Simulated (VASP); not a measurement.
ZrO2 (l.b), 3 atoms in the cell. Symmetry: Fm-3m, No. 225, cubic system. Conventional cell: a = 5.070 Å, b = 5.070 Å, c = 5.070 Å, α = 90.00°, β = 90.00°, γ = 90.00°. Zr (site symmetry m-3m) has 8 O at 2.20 Å within 2.9 Å. Within 2.9 Å of O (site symmetry -43m) lie 4 Zr at 2.20 Å and 6 O at 2.54 Å. 

| Quantity | Value |
| --- | --- |
| Program | VASP 6.6.1 |
| Task | single point |
| Functional | LDA |
| Potentials or basis | VASP PAW LDA potentials, release 64 (Zr_sv, O) |
| Cutoff | 600 eV |
| k mesh | 6 × 6 × 6 |
| Occupations | gaussian, width 0.1 eV |
| Spin | no spin polarisation |
| Dipole correction | no |
| Further INCAR settings | ALGO = Normal; EDIFF = 1e-06; NBANDS = 19 |

Potentials or basis: VASP PAW LDA potentials, release 64 (Zr_sv, O).

The run is started by

```console
$ cat potpaw_LDA.64/Zr_sv/POTCAR potpaw_LDA.64/O/POTCAR > POTCAR
$ mpirun -np 1 vasp_std > vasp.out
```

Hardware: 1 thread of Intel Xeon 8259CL, with other jobs on the host.

Task: Estimate the wall time of this run.

Result: Wall time 29 s on 1 thread of Intel Xeon 8259CL, with other jobs on the host, peak memory 0.15 GiB. Counts: scf iterations 14, k points 16.
